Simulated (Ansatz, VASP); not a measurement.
## One calculation of InSe, two programs

```
CELL_PARAMETERS angstrom
5.82639 -2.05465 0.00000
5.82639 2.05465 0.00000
-1.72323 0.00000 4.77135
ATOMIC_POSITIONS crystal
In 0.88820 0.88820 0.04684
In 0.11180 0.11180 0.95316
Se 0.66093 0.66093 0.66896
Se 0.33907 0.33907 0.33104
```

Alike in both runs: task single point; functional LDA; k mesh 7 × 7 × 6; occupations fermi-dirac, width 0.05 eV; no spin polarisation.

|  | VASP | Ansatz |
| --- | --- | --- |
| version | VASP 6.6.1 | Ansatz 0.2.0 |
| potentials or method | VASP PAW LDA potentials, release 64 (In_d, Se) | Ansatz PAW |
| plane-wave cutoff (eV) | 520 | 420 |
| valence electrons in the cell | 38 | 58 |

VASP gave:

* gap on the k mesh at the Fermi level (eV): 1.01
* least direct gap on the mesh (eV): 1.08
* pressure (GPa): -2.7
* traceless stress, the component that is largest in VASP (GPa): -0.55
* rms of the force components (eV/Å): 0.037

Question: Estimate Ansatz's values.

Answer: gap on the k mesh at the Fermi level (eV): 1.00; least direct gap on the mesh (eV): 1.06; pressure (GPa): -2.8; traceless stress, the component that is largest in VASP (GPa): -0.58; rms of the force components (eV/Å): 0.049.

LDA's correlation is that of Perdew and Zunger in VASP and of Perdew and Wang (1992) in Ansatz. Atom by atom the forces differ by 0.011 eV/Å (rms over components). VASP's potentials hold 38 valence electrons a cell and Ansatz's 58, so a difference there can come from the potentials and not from the codes.

Noted on Ansatz's run: odd divisions of the mesh miss points on the zone boundary, where band edges often lie, so the gap on the mesh can be too wide.
